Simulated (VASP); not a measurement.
Set up this calculation in VASP 6.6.1, as the native input.

```yaml
Task: density of states
Functional: PBE
Potentials_or_basis: VASP PAW PBE potentials, release 64 (Zn, O)
Cutoff: 520 eV
k_mesh: 12 × 12 × 12
Occupations: gaussian, width 0.02 eV
Spin: no spin polarisation
Dipole_correction: no
k_mesh_for_the_DOS: 18 × 18 × 18
Occupations_for_the_DOS: tetrahedron
Further_INCAR_settings: ALGO = Normal; EDIFF = 1e-06; NBANDS = 16
```

Crystal: ZnO.

```
Zn O
1.0
     0.00000    2.16488    2.16488
     2.16488    0.00000    2.16488
     2.16488    2.16488    0.00000
Zn O
1 1
Cartesian
  2.1649 2.1649 2.1649
  0.0000 0.0000 0.0000
```

These files were run (other wordings do the same):

POSCAR

```
ZnO
1.0
    0.0000000000      2.1648821421      2.1648821421
    2.1648821421      0.0000000000      2.1648821421
    2.1648821421      2.1648821421      0.0000000000
Zn O
1 1
Direct
    0.5000000000      0.5000000000      0.5000000000
    0.0000000000      0.0000000000      0.0000000000
```

INCAR.step1

```
PREC = Accurate ; ENCUT = 520
EDIFF = 1E-6 ; ISMEAR = 0
SIGMA = 0.02 ; LREAL = False
LASPH = True ; NELM = 100
ALGO = Normal ; ISIF = 2
LWAVE = False ; LCHARG = True
GGA = PE ; NBANDS = 16
```

KPOINTS.step1

```
Automatic mesh
0
Gamma
  12 12 12
```

INCAR.step2

```
PREC = Accurate ; ENCUT = 520
EDIFF = 1E-6 ; ISMEAR = -5
SIGMA = 0.02 ; LREAL = False
LASPH = True ; NELM = 100
ALGO = Normal ; ISIF = 2
LWAVE = False ; LCHARG = False
GGA = PE ; LORBIT = 11
NBANDS = 16 ; NEDOS = 2001
ICHARG = 11
```

KPOINTS.step2

```
Automatic mesh
0
Gamma
  18 18 18
```

Potentials or basis: VASP PAW PBE potentials, release 64 (Zn, O).

Launch:

```sh
$ cat potpaw_PBE.64/Zn/POTCAR potpaw_PBE.64/O/POTCAR > POTCAR
$ cp INCAR.step1 INCAR
$ cp KPOINTS.step1 KPOINTS
$ mpirun -np 1 vasp_std > vasp.out
$ cp INCAR.step2 INCAR
$ cp KPOINTS.step2 KPOINTS
$ mpirun -np 1 vasp_std > vasp.out
```

It gave:

| Quantity | Value |
| --- | --- |
| Valence electrons inside the program's atomic spheres | Zn 10.67; O 4.98 |

It took 26 s on 1 thread of AMD EPYC 9R45 96-Core Processor (Zen 5), on a shared host, peak memory 0.15 GiB.
